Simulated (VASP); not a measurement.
# Pt (Fm-3m) in VASP: notebook

Pt is run at these levels: PBEsol; tasks: single point, relaxation of cell and atoms.

Everything below comes from runs of VASP 6.6.1. Logs are shortened: lines on timing, memory, paths and dates and some standing lists are left out, and cuts for length are marked.

**1. The cell of the first run**

Symmetry: Fm-3m, No. 225, cubic system. Conventional cell: a = 3.918 Å, b = 3.918 Å, c = 3.918 Å, α = 90.00°, β = 90.00°, γ = 90.00°. Pt (site symmetry m-3m) has 12 Pt at 2.77 Å within 3.7 Å.

**2. Single point, PBEsol**

Input file INCAR:

```
ALGO = Normal ; EDIFF = 1E-7
ENCUT = 520 ; GGA = PS
ISIF = 2 ; ISMEAR = 0
LASPH = True ; LCHARG = True
LELF = True ; LREAL = False
LVHAR = True ; LWAVE = False
NBANDS = 11 ; NELM = 100
PREC = Accurate ; SIGMA = 0.1
```

Input file KPOINTS:

```
k-points
0
Gamma
  18 18 18
```

Input file POSCAR:

```
Pt
1.0
    0.0000000000      1.9590400275      1.9590400275
    1.9590400275      0.0000000000      1.9590400275
    1.9590400275      1.9590400275      0.0000000000
Pt
1
Direct
    0.0000000000      0.0000000000      0.0000000000
```

Potentials or basis: VASP PAW PBE potentials, release 64 (Pt).

Launch:

```console
> cat potpaw_PBE.64/Pt/POTCAR > POTCAR
> mpirun -np 1 vasp_std > vasp.out
```

OUTCAR:

```text
EDIFF = 1E-7
   ENCUT = 520
   GGA = PS
   ISIF = 2
   ISMEAR = 0
   LASPH = True
   LREAL = False
   NELM = 100
   PREC = Accurate

 ion  position               nearest neighbor table
   1  0.000  0.000  0.000-

  LATTYP: Found a face centered cubic cell.
 ALAT       =     3.9180800550

  Lattice vectors:

 A1 = (   0.0000000000,   1.9590400275,   1.9590400275)
 A2 = (   1.9590400275,   0.0000000000,   1.9590400275)
 A3 = (   1.9590400275,   1.9590400275,   0.0000000000)

Analysis of symmetry for initial positions (statically):
=====================================================================
 Subroutine PRICEL returns:
 Original cell was already a primitive cell.

 Routine SETGRP: Setting up the symmetry group for a
 face centered cubic supercell.

 Subroutine GETGRP returns: Found 48 space group operations
 (whereof 48 operations were pure point group operations)
 out of a pool of 48 trial point group operations.

The static configuration has the point symmetry O_h .

Analysis of symmetry for dynamics (positions and initial velocities):
=====================================================================
 Subroutine PRICEL returns:
 Original cell was already a primitive cell.

 Routine SETGRP: Setting up the symmetry group for a
 face centered cubic supercell.

 Subroutine GETGRP returns: Found 48 space group operations
 (whereof 48 operations were pure point group operations)
 out of a pool of 48 trial point group operations.

The dynamic configuration has the point symmetry O_h .

 Subroutine INISYM returns: Found 48 space group operations
 (whereof 48 operations are pure point group operations),
 and found     1 'primitive' translations

----------------------------------------------------------------------------------------

                                     Primitive cell

  volume of cell :      15.0370

  direct lattice vectors                    reciprocal lattice vectors
     0.000000000  1.959040027  1.959040027    -0.255227046  0.255227046  0.255227046
     1.959040027  0.000000000  1.959040027     0.255227046 -0.255227046  0.255227046
     1.959040027  1.959040027  0.000000000     0.255227046  0.255227046 -0.255227046

  length of vectors
     2.770500976  2.770500976  2.770500976     0.442066212  0.442066212  0.442066212

  position of ions in fractional coordinates (direct lattice)
     0.000000000  0.000000000  0.000000000

  ion indices of the primitive-cell ions
   primitive index   ion index
                 1           1

----------------------------------------------------------------------------------------

 KPOINTS: k-points

Automatic generation of k-mesh.
 Grid dimensions read from file:
 generate k-points for:   18   18   18

 Generating k-lattice:

  Cartesian coordinates                     Fractional coordinates (reciprocal lattice)
    -0.014179280  0.014179280  0.014179280     0.055555556  0.000000000  0.000000000
     0.014179280 -0.014179280  0.014179280     0.000000000  0.055555556  0.000000000
     0.014179280  0.014179280 -0.014179280     0.000000000  0.000000000  0.055555556

  Length of vectors
     0.024559234  0.024559234  0.024559234

  Shift w.r.t. Gamma in fractional coordinates (k-lattice)
     0.000000000  0.000000000  0.000000000

 Subroutine IBZKPT returns following result:
 ===========================================

 Found    195 irreducible k-points:

 Following reciprocal coordinates:
            Coordinates               Weight
  0.000000  0.000000  0.000000      1.000000
  0.055556  0.000000  0.000000      8.000000
  0.111111  0.000000  0.000000      8.000000
  0.166667  0.000000  0.000000      8.000000
  0.222222  0.000000  0.000000      8.000000
  0.277778  0.000000  0.000000      8.000000
[... 16 lines left out ...]
 -0.277778  0.055556  0.000000     24.000000
 -0.222222  0.055556  0.000000     24.000000
 [... further k-points ...]
   k-points           NKPTS =    195   k-points in BZ     NKDIM =    195   number of bands    NBANDS=     11
   number of dos      NEDOS =    301   number of ions     NIONS =      1
   total plane-waves  NPLWV =  13824
   dimension x,y,z NGX =    24 NGY =   24 NGZ =   24
   dimension x,y,z NGXF=    48 NGYF=   48 NGZF=   48
   ions per type =               1
   NGX,Y,Z   is equivalent  to a cutoff of  14.40, 14.40, 14.40 a.u.
   NGXF,Y,Z  is equivalent  to a cutoff of  28.80, 28.80, 28.80 a.u.
 SYSTEM =  unknown system
   PREC   = accura    normal or accurate (medium, high low for compatibility)
   ISTART =      0    job   : 0-new  1-cont  2-samecut
   ICHARG =      2    charge: 1-file 2-atom 10-const
   ISPIN  =      1    spin polarized calculation?
   LNONCOLLINEAR =      F non collinear calculations
   LSORBIT =      F    spin-orbit coupling
   LASPH  =      T    aspherical Exc in radial PAW
   ENCUT  =  520.0 eV  38.22 Ry    6.18 a.u.   5.15  5.15  5.15*2*pi/ulx,y,z
   NELM   =    100;   NELMIN=  2; NELMDL= -5     # of ELM steps
   EDIFF  = 0.1E-06   stopping-criterion for ELM
   LREAL  =      F    real-space projection
   EDIFFG = 0.1E-05   stopping-criterion for IOM
   NSW    =      0    number of steps for IOM
   IBRION =     -1    ionic relax: 0-MD 1-quasi-New 2-CG
   NFREE  =      0    steps in history (QN), initial steepest desc. (CG)
   ISIF   =      2    stress and relaxation
   ISYM   =      2    0-nonsym 1-usesym 2-fastsym
   POTIM  = 0.5000    time-step for ionic-motion
   TEBEG  =    0.0;   TEEND  =   0.0 temperature during run
   PSTRESS=    0.0 pullay stress
   NELECT =      10.0000    total number of electrons
   NUPDOWN=      -1.0000    fix difference up-down
   EMIN   =  10.00;   EMAX   =-10.00  energy-range for DOS
   EFERMI =   0.00;   METHOD = LEGACY
   ISMEAR =     0;   SIGMA  =   0.10  broadening in eV -4-tet -1-fermi 0-gaus
   EFERMI_NEDOS =   21; number of points for ismear=-14 and -15
   IALGO  =     38    algorithm
   IMIX   =      4    mixing-type and parameters
     AMIX     =   0.40;   BMIX     =  1.00
     AMIX_MAG =   1.60;   BMIX_MAG =  1.00
  volume/ion in A,a.u.               =      15.04       101.47
  Fermi-wavevector in a.u.,A,eV,Ry     =   1.428965  2.700352 27.782285  2.041940
  Thomas-Fermi vector in A             =   2.548970
   LORBIT       =      0    0 simple, 1 ext, 2 COOP (PROOUT), +10 PAW based schemes
   GGA     = PS    functional components
   LHFCALC =     F    Hartree Fock is set to
   AEXX    =    0.0000 exact exchange contribution
   IVDW    =     0    specifies the selected vdW correction
   LEPSILON=     F    determine dielectric tensor
   LRPA    =     F    only Hartree local field effects (RPA)
 non-spin polarized calculation
 Gauss-broadening in eV      SIGMA  =   0.10
  energy-cutoff  :      520.00
  volume of cell :       15.04
 maximum number of plane-waves:       419
 NGX is ok and might be reduce to    24
   NGX = 11   NGY = 11   NGZ = 11

 number of electron      10.0000000 magnetization

 Free energy of the ion-electron system (eV)
  ---------------------------------------------------
  ext. energy  EPLUGINS =         0.00000000
  ---------------------------------------------------
  free energy    TOTEN  =        -6.96549301 eV

  energy without entropy =       -6.95485058  energy(sigma->0) =       -6.96017179

 E-fermi :  11.1544     XC(G=0): -13.6458

 val. band max:       11.1538620127   @ k =  -0.3333   0.3889   0.1111
 cond. band min:      11.1656368800   @ k =   0.3889   0.2222   0.0000
 fundamental gap:      0.0117748673
 Fermi energy:        11.1543747751

 k-point     1 :       0.0000    0.0000    0.0000
  band No.  band energies     occupation
      1       0.8236      2.00000
      2       7.3278      2.00000
      3       7.3278      2.00000
      4       7.3278      2.00000
      5       9.5165      2.00000
      6       9.5165      2.00000
      7      25.7693      0.00000
      8      30.7428      0.00000
      9      30.7428      0.00000
     10      30.7428      0.00000
     11      36.0524      0.00000

 k-point     2 :       0.0556    0.0000    0.0000
  band No.  band energies     occupation
      1       0.9485      2.00000
      2       7.2709      2.00000
      3       7.3780      2.00000
      4       7.3780      2.00000
      5       9.4878      2.00000
      6       9.4878      2.00000
      7      25.9656      0.00000
      8      30.0684      0.00000
      9      30.9355      0.00000
     10      30.9355      0.00000
     11      36.7987      0.00000

 k-point     3 :       0.1111    0.0000    0.0000
  band No.  band energies     occupation
      1       1.3121      2.00000
      2       7.1247      2.00000
      3       7.5096      2.00000
      4       7.5096      2.00000
      5       9.4263      2.00000
      6       9.4263      2.00000
      7      26.5004      0.00000
      8      28.6593      0.00000
      9      31.4956      0.00000
     10      31.4956      0.00000
     11      37.6392      0.00000

 k-point     4 :       0.1667    0.0000    0.0000
  band No.  band energies     occupation
      1       1.8750      2.00000
      2       6.9604      2.00000
      3       7.6582      2.00000
      4       7.6582      2.00000
      5       9.4088      2.00000
      6       9.4088      2.00000
      7      27.0326      0.00000
      8      27.2016      0.00000
      9      32.3660      0.00000
     10      32.3660      0.00000
     11      36.0844      0.00000
[... 239 lines left out ...]
 k-point    22 :      -0.3333    0.0556    0.0000
  band No.  band energies     occupation
      1       3.7481      2.00000
      2       7.4300      2.00000
      3       7.5449      2.00000
      4       7.9353      2.00000
      5      10.2041      2.00000
      6      10.9509      1.99599
      7      20.8005      0.00000
      8      26.4436      0.00000
      9      30.7788      0.00000
     10      32.7546      0.00000
     11      35.9493      0.00000

 k-point    23 :      -0.2778    0.0556    0.0000
  band No.  band energies     occupation
      1       3.4449      2.00000
      2       7.1423      2.00000
      3       7.6141      2.00000
      4       7.6909      2.00000
      5       9.7062      2.00000
      6      10.4445      2.00000
      7      22.8718      0.00000
      8      27.1690      0.00000
      9      31.7065      0.00000
     10      34.3369      0.00000
     11      34.5721      0.00000

 k-point    24 :      -0.2222    0.0556    0.0000
  band No.  band energies     occupation
      1       2.8790      2.00000
      2       6.8239      2.00000
      3       7.7245      2.00000
      4       7.7936      2.00000
      5       9.3150      2.00000
      6      10.0020      2.00000
      7      24.8107      0.00000
      8      27.6891      0.00000
      9      32.2108      0.00000
     10      33.6214      0.00000
     11      34.8794      0.00000

 [... further k-points ...]

------------------------ aborting loop because EDIFF is reached ----------------------------------------

  FORCE on cell =-STRESS in cart. coord.  units (eV):
  Direction    XX          YY          ZZ          XY          YZ          ZX
  --------------------------------------------------------------------------------------
  -------------------------------------------------------------------------------------
  Total       -0.0406544     -0.0406544     -0.0406544      0.0000000      0.0000000      0.0000000
  in kB       -4.3316983     -4.3316983     -4.3316983      0.0000000      0.0000000      0.0000000
  external PRESSURE =      -4.3316983 kB  Pullay stress =       0.0000000 kB

 VOLUME and BASIS-vectors are now :
 -----------------------------------------------------------------------------
  energy-cutoff  :      520.00
  volume of cell :       15.04
      direct lattice vectors                 reciprocal lattice vectors
     0.000000000  1.959040027  1.959040027    -0.255227046  0.255227046  0.255227046
     1.959040027  0.000000000  1.959040027     0.255227046 -0.255227046  0.255227046
     1.959040027  1.959040027  0.000000000     0.255227046  0.255227046 -0.255227046

 POSITION                                       TOTAL-FORCE (eV/Angst)
 -----------------------------------------------------------------------------------
      0.00000      0.00000      0.00000         0.000000      0.000000     -0.000000
 -----------------------------------------------------------------------------------
    total drift:                               -0.000000      0.000000      0.000000

  FREE ENERGIE OF THE ION-ELECTRON SYSTEM (eV)
  ---------------------------------------------------
  free  energy   TOTEN  =        -6.9654930130 eV

  energy  without entropy=       -6.9548505750  energy(sigma->0) =       -6.96017179
```

Wall time 29 s (1 thread of Intel Xeon Platinum 8259CL at 2.50GHz (Skylake/Cascade Lake), shared host); peak memory 0.16 GiB.

Results:

| Quantity | Value |
| --- | --- |
| Free energy | -6.9655 eV |
| Pressure | -0.4 GPa |
| Band gap on the k mesh | zero (band 5 reaches 11.65 eV, above the bottom of band 6 at 9.41 eV) |

Levels at points of the mesh, in eV from the Fermi level:
| k point | band 1 | band 2 | band 3 | band 4 | band 5 | band 6 | band 7 | band 8 | band 9 | band 10 |
| --- | --- | --- | --- | --- | --- | --- | --- | --- | --- | --- |
| (0.00, 0.00, 0.00) | -10.33 | -3.83 | -3.83 | -3.83 | -1.64 | -1.64 | 14.61 | 19.59 | 19.59 | 19.59 |
| (0.50, 0.00, 0.00) | -7.40 | -3.89 | -3.89 | -0.56 | 0.04 | 0.04 | 5.82 | 14.17 | 18.96 | 18.96 |
| (0.50, 0.50, 0.00) | -7.14 | -6.68 | 0.02 | 0.49 | 0.49 | 1.70 | 8.86 | 11.34 | 11.34 | 20.13 |

Caveat: the PAW data sets were made with another functional, which shifts forces and pressure a little; spin-orbit coupling is left out, which moves the levels of the heavy elements.

**3. Relaxation of cell and atoms, PBEsol**

This run uses another cell than the first one, of 15.08 Å³/atom, 1.003 times its volume.

Input file INCAR:

```
SYSTEM = Pt
PREC     = Accurate       ! precision mode
ENCUT    = 600            ! plane-wave cutoff, eV
EDIFF    = 1E-7           ! SCF threshold, eV
ISMEAR   = 0              ! smearing method
SIGMA    = 0.1            ! smearing width, eV
LREAL    = .False.        ! projectors in reciprocal space
LASPH    = .True.         ! aspherical terms in the spheres
NELM     = 60             ! most SCF steps
ALGO     = Normal         ! electronic algorithm
ISIF     = 3              ! what is computed and relaxed
LWAVE    = .False.        ! write WAVECAR
LCHARG   = .False.        ! write CHGCAR
GGA      = PS             ! functional
IBRION   = 2              ! ionic algorithm
NSW      = 100            ! ionic steps
EDIFFG   = -0.005         ! ionic threshold
```

Input file KPOINTS:

```
regular mesh
0
Gamma
  18 18 18
  0 0 0
```

Input file POSCAR:

```
Pt
1.0
    0.0000000000      1.9609000000      1.9609000000
    1.9609000000      0.0000000000      1.9609000000
    1.9609000000      1.9609000000      0.0000000000
Pt
1
Direct
    0.0000000000      0.0000000000      0.0000000000
```

Potentials or basis: VASP PAW PBE potentials, release 64 (Pt).

Launch:

```console
> cat potpaw_PBE.64/Pt/POTCAR > POTCAR
> mpirun -np 1 vasp_std > vasp.out
```

Run time: 73 s. Hardware: 1 thread of Intel Xeon Platinum 8259CL at 2.50GHz (Skylake/Cascade Lake), shared host; peak memory 0.17 GiB.

It converged, with:

* Free energy: -6.9655 eV
* Relaxed volume: 15.02 Å³/atom
* Relaxed cell: a = 2.769 Å, b = 2.769 Å, c = 2.769 Å, α = 60.00°, β = 60.00°, γ = 60.00°
* Space group after relaxing (to 0.05 Å): Fm-3m (No. 225)
* Energy gained by relaxing: 0.2 meV/atom
* Ionic steps: 3
* Pressure after relaxing: 0.0 GPa
* Band gap on the k mesh: zero (band 5 reaches 11.67 eV, above the bottom of band 6 at 9.43 eV)

Step by step:
| step | energy change (eV) | largest force (eV/Å) | pressure (GPa) | volume (Å³) |
| --- | --- | --- | --- | --- |
| 1 | 0.0000 | 0.0000 | -1.15 | 15.08 |
| 2 | 0.0016 | 0.0000 | 3.49 | 14.85 |
| 3 | -0.0002 | 0.0000 | 0.00 | 15.02 |

Final structure:
```
Pt
1.0
     0.00000    1.95827    1.95827
     1.95827    0.00000    1.95827
     1.95827    1.95827    0.00000
Pt
1
Direct
  0.00000 0.00000 0.00000
```

Levels at points of the mesh, in eV from the Fermi level:
```tsv
k point	band 3	band 4	band 5	band 6	band 7	band 8
(0.00, 0.00, 0.00)	-3.83	-3.83	-1.64	-1.64	14.61	19.59
(0.50, 0.00, 0.00)	-3.89	-0.57	0.04	0.04	5.83	14.17
(0.50, 0.50, 0.00)	0.02	0.49	0.49	1.70	8.87	11.35
```

Caveat: the PAW data sets were made with another functional, which shifts forces and pressure a little; spin-orbit coupling is left out, which moves the levels of the heavy elements.

(Continued in part 2 of 2.)
